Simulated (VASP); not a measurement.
# OsC3 (P6_3/mcm) in VASP: relaxation of cell and atoms with PBE

Aim: the relaxation of cell and atoms of OsC3 with PBE.

Everything below comes from runs of VASP 6.6.1. Logs are shortened: lines on timing, memory, paths and dates and some standing lists are left out, and cuts for length are marked.

**1. The cell of the first run**

It takes space group P6_3/mcm (No. 193, hexagonal). The conventional cell has a = 4.272 Å, b = 4.272 Å, c = 5.668 Å, α = 90.00°, β = 90.00°, γ = 120.00°. Os (site symmetry -3m) has 6 C at 2.01 Å within 2.7 Å. C (site symmetry m2m) has 2 Os at 2.01 Å and 6 C at 2.47 Å within 2.7 Å.

The cell was generated, and may not be a known phase.

**2. Relaxation of cell and atoms, PBE**

The input, INCAR:

```
PREC = Accurate ; ENCUT = 600
EDIFF = 1E-6 ; ISMEAR = 0
SIGMA = 0.1 ; LREAL = False
LASPH = True ; NELM = 60
ALGO = Normal ; ISIF = 3
LWAVE = False ; LCHARG = False
GGA = PE ; IBRION = 2
NSW = 90 ; EDIFFG = -0.04
```

The input, KPOINTS:

```
Automatic mesh
0
Gamma
  6 6 4
```

The input, POSCAR:

```
OsC3
1.0
    4.2718705209      0.0000000000      0.0000000000
   -2.1359352605      3.6995483928      0.0000000000
    0.0000000000      0.0000000000      5.6677789716
Os C
2 6
Direct
    0.0000000000      0.0000000000      0.0000000000
    0.0000000000      0.0000000000      0.5000000000
    0.3333333333      0.0000000000      0.2500000000
    0.0000000000      0.3333333333      0.2500000000
    0.6666666667      0.6666666667      0.2500000000
    0.6666666667      0.0000000000      0.7500000000
    0.3333333333      0.3333333333      0.7500000000
    0.0000000000      0.6666666667      0.7500000000
```

Potentials or basis: VASP PAW PBE potentials, release 64 (Os, C).

Command:

```
$ cat potpaw_PBE.64/Os/POTCAR potpaw_PBE.64/C/POTCAR > POTCAR
$ mpirun -np 1 vasp_std > vasp.out
```

OUTCAR:

```text
PREC = Accurate
   ENCUT = 600
   EDIFF = 1E-6
   ISMEAR = 0
   LREAL = False
   LASPH = True
   NELM = 60
   ISIF = 3
   GGA = PE
   IBRION = 2
   NSW = 90
   EDIFFG = -0.04

 ion  position               nearest neighbor table
   1  0.000  0.000  0.000-   5 2.01   7 2.01   6 2.01   3 2.01   4 2.01   8 2.01   2 2.83   2 2.83

   2  0.000  0.000  0.500-   5 2.01   7 2.01   6 2.01   3 2.01   4 2.01   8 2.01   1 2.83   1 2.83

   3  0.333  0.000  0.250-   1 2.01   2 2.01
   4  0.000  0.333  0.250-   1 2.01   2 2.01
   5  0.667  0.667  0.250-   1 2.01   2 2.01
   6  0.667  0.000  0.750-   1 2.01   2 2.01
   7  0.333  0.333  0.750-   1 2.01   2 2.01
   8  0.000  0.667  0.750-   1 2.01   2 2.01

  LATTYP: Found a hexagonal cell.
 ALAT       =     4.2718705209
 C/A-ratio  =     1.3267675001

  Lattice vectors:

 A1 = (   4.2718705209,   0.0000000000,   0.0000000000)
 A2 = (  -2.1359352605,   3.6995483928,   0.0000000000)
 A3 = (   0.0000000000,   0.0000000000,   5.6677789716)

Analysis of symmetry for initial positions (statically):
=====================================================================
 Subroutine PRICEL returns:
 Original cell was already a primitive cell.

 Routine SETGRP: Setting up the symmetry group for a
 hexagonal supercell.

 Subroutine GETGRP returns: Found 24 space group operations
 (whereof 12 operations were pure point group operations)
 out of a pool of 24 trial point group operations.

The static configuration has the point symmetry D_3d.
 The point group associated with its full space group is D_6h.

Analysis of symmetry for dynamics (positions and initial velocities):
=====================================================================
 Subroutine PRICEL returns:
 Original cell was already a primitive cell.

 Routine SETGRP: Setting up the symmetry group for a
 hexagonal supercell.

 Subroutine GETGRP returns: Found 24 space group operations
 (whereof 12 operations were pure point group operations)
 out of a pool of 24 trial point group operations.

The dynamic configuration has the point symmetry D_3d.
 The point group associated with its full space group is D_6h.

 Subroutine INISYM returns: Found 24 space group operations
 (whereof 12 operations are pure point group operations),
 and found     1 'primitive' translations

----------------------------------------------------------------------------------------

                                     Primitive cell

  volume of cell :      89.5735

  direct lattice vectors                    reciprocal lattice vectors
     4.271870521  0.000000000  0.000000000     0.234089492  0.135151631  0.000000000
    -2.135935261  3.699548393  0.000000000     0.000000000  0.270303262  0.000000000
     0.000000000  0.000000000  5.667778972     0.000000000  0.000000000  0.176435956

  length of vectors
     4.271870521  4.271870521  5.667778972     0.270303262  0.270303262  0.176435956

  position of ions in fractional coordinates (direct lattice)
     0.000000000  0.000000000  0.000000000
     0.000000000  0.000000000  0.500000000
     0.333333333  0.000000000  0.250000000
     0.000000000  0.333333333  0.250000000
     0.666666667  0.666666667  0.250000000
     0.666666667  0.000000000  0.750000000
     0.333333333  0.333333333  0.750000000
     0.000000000  0.666666667  0.750000000

  ion indices of the primitive-cell ions
   primitive index   ion index
                 1           1
                 2           2
                 3           3
                 4           4
                 5           5
                 6           6
                 7           7
                 8           8

----------------------------------------------------------------------------------------

 KPOINTS: Automatic mesh

Automatic generation of k-mesh.
 Grid dimensions read from file:
 generate k-points for:    6    6    4

 Generating k-lattice:

  Cartesian coordinates                     Fractional coordinates (reciprocal lattice)
     0.039014915  0.022525272  0.000000000     0.166666667  0.000000000  0.000000000
     0.000000000  0.045050544  0.000000000     0.000000000  0.166666667  0.000000000
     0.000000000  0.000000000  0.044108989     0.000000000  0.000000000  0.250000000

  Length of vectors
     0.045050544  0.045050544  0.044108989

  Shift w.r.t. Gamma in fractional coordinates (k-lattice)
     0.000000000  0.000000000  0.000000000

 Subroutine IBZKPT returns following result:
 ===========================================

 Found     21 irreducible k-points:

 Following reciprocal coordinates:
            Coordinates               Weight
  0.000000  0.000000  0.000000      1.000000
  0.166667 -0.000000  0.000000      6.000000
  0.333333  0.000000  0.000000      6.000000
  0.500000  0.000000  0.000000      3.000000
  0.166667  0.166667  0.000000      6.000000
  0.333333  0.166667  0.000000     12.000000
[... 13 lines left out ...]
  0.333333  0.166667  0.500000     12.000000
  0.333333  0.333333  0.500000      2.000000
   k-points           NKPTS =     21   k-points in BZ     NKDIM =     21   number of bands    NBANDS=     25
   number of dos      NEDOS =    301   number of ions     NIONS =      8
   total plane-waves  NPLWV =  62208
   dimension x,y,z NGX =    36 NGY =   36 NGZ =   48
   dimension x,y,z NGXF=    72 NGYF=   72 NGZF=   96
   ions per type =               2   6
   NGX,Y,Z   is equivalent  to a cutoff of  14.01, 14.01, 14.08 a.u.
   NGXF,Y,Z  is equivalent  to a cutoff of  28.02, 28.02, 28.16 a.u.
 SYSTEM =  unknown system
   PREC   = accura    normal or accurate (medium, high low for compatibility)
   ISTART =      0    job   : 0-new  1-cont  2-samecut
   ICHARG =      2    charge: 1-file 2-atom 10-const
   ISPIN  =      1    spin polarized calculation?
   LNONCOLLINEAR =      F non collinear calculations
   LSORBIT =      F    spin-orbit coupling
   LASPH  =      T    aspherical Exc in radial PAW
   ENCUT  =  600.0 eV  44.10 Ry    6.64 a.u.   8.53  8.53 11.32*2*pi/ulx,y,z
   NELM   =     60;   NELMIN=  2; NELMDL= -5     # of ELM steps
   EDIFF  = 0.1E-05   stopping-criterion for ELM
   LREAL  =      F    real-space projection
   EDIFFG = -.4E-01   stopping-criterion for IOM
   NSW    =     90    number of steps for IOM
   IBRION =      2    ionic relax: 0-MD 1-quasi-New 2-CG
   NFREE  =      1    steps in history (QN), initial steepest desc. (CG)
   ISIF   =      3    stress and relaxation
   ISYM   =      2    0-nonsym 1-usesym 2-fastsym
   POTIM  = 0.5000    time-step for ionic-motion
   TEBEG  =    0.0;   TEEND  =   0.0 temperature during run
   PSTRESS=    0.0 pullay stress
   NELECT =      40.0000    total number of electrons
   NUPDOWN=      -1.0000    fix difference up-down
   EMIN   =  10.00;   EMAX   =-10.00  energy-range for DOS
   EFERMI =   0.00;   METHOD = LEGACY
   ISMEAR =     0;   SIGMA  =   0.10  broadening in eV -4-tet -1-fermi 0-gaus
   EFERMI_NEDOS =   21; number of points for ismear=-14 and -15
   IALGO  =     38    algorithm
   IMIX   =      4    mixing-type and parameters
     AMIX     =   0.40;   BMIX     =  1.00
     AMIX_MAG =   1.60;   BMIX_MAG =  1.00
  volume/ion in A,a.u.               =      11.20        75.56
  Fermi-wavevector in a.u.,A,eV,Ry     =   1.251320  2.364651 21.304014  1.565801
  Thomas-Fermi vector in A             =   2.385273
   LORBIT       =      0    0 simple, 1 ext, 2 COOP (PROOUT), +10 PAW based schemes
   GGA     = PE    functional components
   LHFCALC =     F    Hartree Fock is set to
   AEXX    =    0.0000 exact exchange contribution
   IVDW    =     0    specifies the selected vdW correction
   LEPSILON=     F    determine dielectric tensor
   LRPA    =     F    only Hartree local field effects (RPA)
 conjugate gradient relaxation of ions
 non-spin polarized calculation
 Gauss-broadening in eV      SIGMA  =   0.10
  energy-cutoff  :      600.00
  volume of cell :       89.57
 maximum number of plane-waves:      3012
 NGX is ok and might be reduce to    36
   NGX = 17   NGY = 17   NGZ = 23

--------------------------------------- Ionic step        1  -------------------------------------------

 number of electron      40.0000000 magnetization

 Free energy of the ion-electron system (eV)
  ---------------------------------------------------
  ext. energy  EPLUGINS =         0.00000000
  ---------------------------------------------------
  free energy    TOTEN  =       -54.65803905 eV

  energy without entropy =      -54.63618737  energy(sigma->0) =      -54.64711321

------------------------ aborting loop because EDIFF is reached ----------------------------------------

  FORCE on cell =-STRESS in cart. coord.  units (eV):
  Direction    XX          YY          ZZ          XY          YZ          ZX
  --------------------------------------------------------------------------------------
  -------------------------------------------------------------------------------------
  Total        1.5460270      1.5460270     10.6704312     -0.0000000     -0.0000000      0.0000000
  in kB       27.6533630     27.6533630    190.8590915     -0.0000000     -0.0000000      0.0000000
  external PRESSURE =      82.0552725 kB  Pullay stress =       0.0000000 kB
[... 107 lines left out ...]
  FREE ENERGIE OF THE ION-ELECTRON SYSTEM (eV)
  ---------------------------------------------------
  free  energy   TOTEN  =       -55.0830761499 eV

  energy  without entropy=      -55.0624281219  energy(sigma->0) =      -55.07275214

 E-fermi :   9.9004     XC(G=0): -13.4710

 val. band max:        9.8804106432   @ k =   0.0000   0.0000   0.2500
 cond. band min:       9.9257482536   @ k =   0.3333   0.1667   0.0000
 fundamental gap:      0.0453376104
 Fermi energy:         9.9003961450

 k-point     1 :       0.0000    0.0000    0.0000
  band No.  band energies     occupation
      1      -9.9270      2.00000
      2      -8.5084      2.00000
      3      -1.0961      2.00000
      4      -0.9006      2.00000
      5      -0.5992      2.00000
      6       0.8327      2.00000
[... 577 lines left out ...]
     24      12.9653      0.00000
     25      13.3348      0.00000

[... ionic steps 4 to 15 ...]

--------------------------------------- Ionic step       16  -------------------------------------------

 number of electron      40.0000003 magnetization

------------------------ aborting loop because EDIFF is reached ----------------------------------------

  FORCE on cell =-STRESS in cart. coord.  units (eV):
  Direction    XX          YY          ZZ          XY          YZ          ZX
  --------------------------------------------------------------------------------------
  -------------------------------------------------------------------------------------
  Total        0.3448449      0.3448449     -0.1468994     -0.0000000      0.0000000      0.0000000
  in kB        8.5547398      8.5547398     -3.6442060     -0.0000000      0.0000000      0.0000000
  external PRESSURE =       4.4884245 kB  Pullay stress =       0.0000000 kB
[... 69 lines left out ...]
  energy  without entropy=      -56.9421780644  energy(sigma->0) =      -56.94990925

--------------------------------------- Ionic step       18  -------------------------------------------

 number of electron      40.0000003 magnetization

 Free energy of the ion-electron system (eV)
  ---------------------------------------------------
  ext. energy  EPLUGINS =         0.00000000
  ---------------------------------------------------
  free energy    TOTEN  =       -56.95909074 eV

  energy without entropy =      -56.94286490  energy(sigma->0) =      -56.95097782

 E-fermi :  10.1612     XC(G=0): -13.5517

 val. band max:       10.1091793135   @ k =   0.3333   0.1667   0.2500
 cond. band min:      10.1744907321   @ k =   0.0000   0.0000   0.2500
 fundamental gap:      0.0653114185
 Fermi energy:        10.1611548344

 k-point     1 :       0.0000    0.0000    0.0000
  band No.  band energies     occupation
      1      -9.7549      2.00000
      2      -8.1716      2.00000
      3      -0.9668      2.00000
      4      -0.6637      2.00000
      5      -0.2982      2.00000
      6       0.7846      2.00000
[... 612 lines left out ...]
  FREE ENERGIE OF THE ION-ELECTRON SYSTEM (eV)
  ---------------------------------------------------
  free  energy   TOTEN  =       -56.9590907438 eV

  energy  without entropy=      -56.9428649033  energy(sigma->0) =      -56.95097782

 reached required accuracy - stopping structural energy minimisation
```

Run time: 10 min. Hardware: 1 thread of Intel Xeon Platinum 8375C at 2.90GHz (Ice Lake), shared host; peak memory 0.28 GiB.

What came out:

```yaml
Free_energy: -56.9591 eV
Relaxed_volume: 8.07 Å³/atom
Relaxed_cell: a = 3.517 Å, b = 3.517 Å, c = 6.029 Å, α = 90.00°, β = 90.00°, γ = 120.00°
Space_group_after_relaxing_to_0.1_Å: P6/mmm (No. 191)
Energy_gained_by_relaxing: 287.6 meV/atom
Ionic_steps: 18
Pressure_after_relaxing: 0.3 GPa
Largest_force_after_relaxing: 0.015 eV/Å
Band_gap_on_the_k_mesh: zero (bands 20 and 21 overlap by 0.53 eV)
```

Forces in eV/Å, atoms in the order of the input:
```
Os   0.000  0.000  0.000
Os   0.000  0.000  0.000
C    0.015  0.000  0.000
C   -0.008  0.013  0.000
C   -0.008 -0.013  0.000
C   -0.015  0.000  0.000
C    0.008  0.013  0.000
C    0.008 -0.013  0.000
```

Stress tensor (GPa, compression positive):
```
 0.57  0.00  0.00
 0.00  0.57  0.00
 0.00  0.00 -0.10
```

Step by step:
```csv
step,energy change (eV),largest force (eV/Å),pressure (GPa),volume (Å³)
1,0.0000,2.1648,8.21,89.57
2,0.1376,0.7253,-26.09,97.12
3,-0.4250,0.6021,-10.36,92.86
4,-1.0651,0.5438,-9.10,86.72
5,-1.7736,0.7576,12.14,69.62
6,-1.9772,0.3496,1.28,69.06
7,-2.0260,0.1540,-3.86,68.69
8,-2.1177,0.1270,-10.27,67.91
9,-2.1794,0.1582,-5.26,66.19
10,-2.2148,0.0114,-9.76,66.96
11,-2.0346,0.4011,15.42,62.35
12,-2.2582,0.0666,-3.18,65.48
13,-2.2864,0.0133,-2.21,65.18
14,-2.2978,0.0401,-1.01,64.90
15,-2.2980,0.0460,-0.85,64.87
16,-2.2996,0.0323,0.45,64.58
17,-2.2996,0.0311,0.59,64.56
18,-2.3011,0.0154,0.35,64.60
```

Final structure:
```
CELL_PARAMETERS angstrom
3.51739 0.00000 0.00000
-1.75869 3.04615 0.00000
0.00000 0.00000 6.02893
ATOMIC_POSITIONS crystal
Os 0.00000 0.00000 0.00000
Os 0.00000 0.00000 0.50000
C 0.49847 0.00000 0.25000
C 0.00000 0.49847 0.25000
C 0.50153 0.50153 0.25000
C 0.50153 0.00000 0.75000
C 0.49847 0.49847 0.75000
C 0.00000 0.50153 0.75000
```

Caveat: the volume moved by over 15 % at a fixed basis, so the end points are rough; spin-orbit coupling is left out, which moves the levels of the heavy elements.

The gap in the log of VASP goes by the Fermi energy; the results here count the filled bands.